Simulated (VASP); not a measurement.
# Si3N4 (P6_3/m) in VASP: notebook, part 2 of 2

VASP 6.6.1.

## (3) Electric field gradients, r2SCAN

The input, POSCAR:

```
Si3N4
1.0
    7.6018000000      0.0000000000      0.0000000000
   -3.8009000000      6.5833519145      0.0000000000
    0.0000000000      0.0000000000      2.9066000000
Si N
6 8
Direct
    0.1737011125      0.7675524893      0.2500000000
    0.4061486232      0.1737011125      0.7500000000
    0.2324475107      0.4061486232      0.2500000000
    0.8262988875      0.2324475107      0.7500000000
    0.5938513768      0.8262988875      0.2500000000
    0.7675524893      0.5938513768      0.7500000000
    0.3333333333      0.6666666667      0.2500000000
    0.6666666667      0.3333333333      0.7500000000
    0.3297003483      0.0295951159      0.2500000000
    0.3001052325      0.3297003483      0.7500000000
    0.9704048841      0.3001052325      0.2500000000
    0.6702996517      0.9704048841      0.7500000000
    0.6998947675      0.6702996517      0.2500000000
    0.0295951159      0.6998947675      0.7500000000
```

The input, INCAR.step1:

```
ALGO     = Normal         # electronic algorithm
EDIFF    = 1E-4           # SCF threshold, eV
ENCUT    = 520            # plane-wave cutoff, eV
GGA      = PE             # functional
ISMEAR   = -1             # smearing method
LASPH    = True           # aspherical terms in the spheres
LCHARG   = False          # write CHGCAR
LREAL    = False          # projectors in reciprocal space
LWAVE    = True           # write WAVECAR
NBANDS   = 45             # bands
NELM     = 100            # most SCF steps
PREC     = Accurate       # precision mode
SIGMA    = 0.02           # smearing width, eV
```

The input, INCAR.step2:

```
ALGO     = Normal         # electronic algorithm
EDIFF    = 1E-8           # SCF threshold, eV
ENCUT    = 520            # plane-wave cutoff, eV
ISIF     = 2              # what is computed and relaxed
ISMEAR   = -1             # smearing method
ISTART   = 1            
LASPH    = True           # aspherical terms in the spheres
LCHARG   = False          # write CHGCAR
LEFG     = True         
LMIXTAU  = True         
LREAL    = False          # projectors in reciprocal space
LWAVE    = False          # write WAVECAR
METAGGA  = R2SCAN         # meta-GGA
NBANDS   = 45             # bands
NELM     = 100            # most SCF steps
PREC     = Accurate       # precision mode
SIGMA    = 0.02           # smearing width, eV
```

The input, KPOINTS:

```
k-points
0
Gamma
  4 4 10
```

Potentials or basis: VASP PAW PBE potentials, release 64 (Si, N).

Started as:

```bash
cat potpaw_PBE.64/Si/POTCAR potpaw_PBE.64/N/POTCAR > POTCAR
cp INCAR.step1 INCAR
mpirun -np 1 vasp_std > vasp.out
cp INCAR.step2 INCAR
mpirun -np 1 vasp_std > vasp.out
```

OUTCAR:

```text
EDIFF = 1E-8
   ENCUT = 520
   ISIF = 2
   ISMEAR = -1
   ISTART = 1
   LASPH = True
   LREAL = False
   METAGGA = R2SCAN
   NELM = 100
   PREC = Accurate

 ion  position               nearest neighbor table
   1  0.174  0.768  0.250-   7 1.73   9 1.74  14 1.74  14 1.74   5 3.00   3 3.00   6 3.05   6 3.05
                             2 3.05   2 3.05
   2  0.406  0.174  0.750-   8 1.73  10 1.74   9 1.74   9 1.74   4 3.00   6 3.00   3 3.05   3 3.05
                             1 3.05   1 3.05
   3  0.232  0.406  0.250-   7 1.73  11 1.74  10 1.74  10 1.74   1 3.00   5 3.00   4 3.05   4 3.05
                             2 3.05   2 3.05
   4  0.826  0.232  0.750-   8 1.73  12 1.74  11 1.74  11 1.74   2 3.00   6 3.00   3 3.05   3 3.05
                             5 3.05   5 3.05
   5  0.594  0.826  0.250-   7 1.73  13 1.74  12 1.74  12 1.74   1 3.00   3 3.00   6 3.05   6 3.05
                             4 3.05   4 3.05
   6  0.768  0.594  0.750-   8 1.73  14 1.74  13 1.74  13 1.74   4 3.00   2 3.00   1 3.05   1 3.05
                             5 3.05   5 3.05
[... 1428 lines left out ...]
   6      -5.675    -4.063     9.738       0.166
   7      23.124    23.123   -46.248       0.000
   8      23.124    23.123   -46.248       0.000
   9      25.599    20.490   -46.089       0.111
  10      25.598    20.491   -46.089       0.111
  11      25.598    20.490   -46.089       0.111
  12      25.599    20.490   -46.089       0.111
  13      25.598    20.491   -46.089       0.111
  14      25.598    20.490   -46.089       0.111
----------------------------------------------------------------------

           NMR quadrupolar parameters

 Cq : quadrupolar parameter    Cq=e*Q*V_zz/h
 eta: asymmetry parameters     (V_yy - V_xx)/ V_zz
 Q  : nuclear electric quadrupole moment in mb (millibarn)
----------------------------------------------------------------------
 ion       Cq(MHz)       eta       Q (mb)
----------------------------------------------------------------------
   1       0.024       0.166       1.000
   2       0.024       0.166       1.000
   3       0.024       0.166       1.000
   4       0.024       0.166       1.000
   5       0.024       0.166       1.000
   6       0.024       0.166       1.000
   7      -0.112       0.000       1.000
   8      -0.112       0.000       1.000
   9      -0.111       0.111       1.000
  10      -0.111       0.111       1.000
  11      -0.111       0.111       1.000
  12      -0.111       0.111       1.000
  13      -0.111       0.111       1.000
  14      -0.111       0.111       1.000
----------------------------------------------------------------------
```

OUTCAR.step1:

```text
EDIFF = 1E-4
   ENCUT = 520
   GGA = PE
   ISMEAR = -1
   LASPH = True
   LREAL = False
[... 1402 lines left out ...]
      1.40707      6.38852      2.17995         0.001532     -0.001666      0.000000
      2.77272      4.41282      0.72665         0.002209      0.000494      0.000000
     -2.43525      4.60765      2.17995         0.000676      0.002160     -0.000000
 -----------------------------------------------------------------------------------
    total drift:                               -0.000000     -0.000000      0.000000

  FREE ENERGIE OF THE ION-ELECTRON SYSTEM (eV)
  ---------------------------------------------------
  free  energy   TOTEN  =      -114.4896119628 eV

  energy  without entropy=     -114.4896119628  energy(sigma->0) =     -114.48961196
```

Wall time 11 min (1 thread of Intel Xeon 8259CL, shared host); peak memory 0.37 GiB.

Results:

| Quantity | Value |
| --- | --- |
| Free energy | -144.1622 eV |
| Pressure | -0.2 GPa |
| Largest force | 0.051 eV/Å |
| Band gap on the k mesh | 4.99 eV (least direct gap 5.19 eV) |
| Largest electric field gradient by atom | Si +9.7; N -46.2, -46.1 (each value once) V/Å² |

Forces on the atoms (eV/Å):
```
Si   0.016  0.048  0.000
Si  -0.034  0.038  0.000
Si  -0.050 -0.010  0.000
Si  -0.016 -0.048  0.000
Si   0.034 -0.038  0.000
Si   0.050  0.010  0.000
N    0.000  0.000  0.000
N    0.000  0.000  0.000
N    0.008  0.041  0.000
N   -0.031  0.027  0.000
N   -0.039 -0.014  0.000
N   -0.008 -0.041  0.000
N    0.031 -0.027  0.000
N    0.039  0.014  0.000
```

Levels at points of the mesh, in eV from the valence-band top:
| k point | band 28 | band 29 | band 30 | band 31 | band 32 | band 33 | band 34 | band 35 | band 36 | band 37 |
| --- | --- | --- | --- | --- | --- | --- | --- | --- | --- | --- |
| (0.00, 0.00, 0.00) | -1.31 | -1.31 | -0.47 | -0.39 | -0.20 | 4.99 | 5.27 | 5.58 | 5.58 | 5.92 |
| (0.50, 0.00, 0.00) | -1.73 | -1.37 | -0.79 | -0.34 | -0.26 | 5.28 | 5.39 | 5.56 | 5.97 | 6.34 |
| (0.00, 0.00, 0.50) | -1.66 | -1.66 | -1.66 | -1.38 | -1.38 | 5.36 | 5.36 | 5.36 | 5.36 | 7.98 |
| (0.50, 0.00, 0.50) | -1.93 | -1.54 | -1.54 | -1.08 | -1.08 | 5.46 | 5.46 | 6.52 | 6.52 | 6.93 |

Electric field gradients, principal values (V/Å²):
```tsv
atom	least	middle	greatest (by size)
1 Si	-4.063	-5.675	9.738
2 Si	-4.063	-5.675	9.738
3 Si	-4.063	-5.675	9.738
4 Si	-4.063	-5.675	9.738
5 Si	-4.063	-5.675	9.738
6 Si	-4.063	-5.675	9.738
7 N	23.123	23.124	-46.248
8 N	23.123	23.124	-46.248
9 N	20.490	25.599	-46.089
10 N	20.491	25.598	-46.089
11 N	20.490	25.598	-46.089
12 N	20.490	25.599	-46.089
13 N	20.491	25.598	-46.089
14 N	20.490	25.598	-46.089
```

Caveat: without QUAD_EFG the Cq values of the log hold for a quadrupole moment of 1 mb, not for the nuclei; the PAW data sets were made with another functional, which shifts forces and pressure a little.
